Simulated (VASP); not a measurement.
Write the native input for VASP 6.6.1 that does the following.

| Property | Result |
| --- | --- |
| Task | relaxation of cell and atoms |
| Functional | LDA |
| Potentials or basis | VASP PAW LDA potentials, release 64 (Pd) |
| Cutoff | 600 eV |
| k mesh | 10 × 10 × 10 |
| Occupations | fermi-dirac, width 0.05 eV |
| Spin | collinear spin |
| Starting moments | [0.5, -0.5] μB |
| Dipole correction | no |
| Further INCAR settings | ALGO = Normal; EDIFF = 1e-06; IBRION = 2; EDIFFG = -0.01; NSW = 80; ISIF = 3 |

The structure of Pd lies in POSCAR:

```
Pd
1.0
    0.0000000000      2.7082278367      2.7082278367
    2.7082278367      0.0000000000      2.7082278367
    2.7082278367      2.7082278367      0.0000000000
Pd
2
Direct
    0.1250000000      0.1250000000      0.1250000000
    0.8750000000      0.8750000000      0.8750000000
```

This isn't the form of Pd at room conditions, which is fcc.

The input as run:

INCAR

```
SYSTEM = Pd
ALGO = Normal ; EDIFF = 1E-6
EDIFFG = -0.01 ; ENCUT = 600
GGA = CA ; IBRION = 2
ISIF = 3 ; ISMEAR = -1
ISPIN = 2 ; LASPH = .TRUE.
LCHARG = .FALSE. ; LMAXMIX = 4
LORBIT = 11 ; LREAL = .FALSE.
LWAVE = .FALSE. ; MAGMOM = 0.5 -0.5
NELM = 150 ; NSW = 80
PREC = Accurate ; SIGMA = 0.05
```

KPOINTS

```
k-points
0
G
  10 10 10
  0 0 0
```

Potentials or basis: VASP PAW LDA potentials, release 64 (Pd).

The run is started by

```console
$ cat potpaw_LDA.64/Pd/POTCAR > POTCAR
$ mpirun -np 1 vasp_std > vasp.out
```

It gave:

```json
{
 "Relaxed volume": "22.08 Å³/atom",
 "Relaxed cell": "a = 3.967 Å, b = 3.967 Å, c = 3.967 Å, α = 60.00°, β = 60.00°, γ = 60.00°",
 "Space group after relaxing (to 0.1 Å)": "Fd-3m (No. 227)",
 "Energy gained by relaxing": "82.6 meV/atom",
 "Ionic steps": "4",
 "Pressure after relaxing": "0.0 GPa",
 "Band gap on the k mesh": "zero (filled and empty bands overlap)",
 "Net moment": "0.00 μB per cell",
 "Valence electrons inside the program's atomic spheres": "Pd 9.43"
}
```

Wall time 120 s on 1 thread of Intel(R) Xeon(R) Platinum 8488C (Sapphire Rapids), with other jobs on the host, peak memory 0.2 GiB.
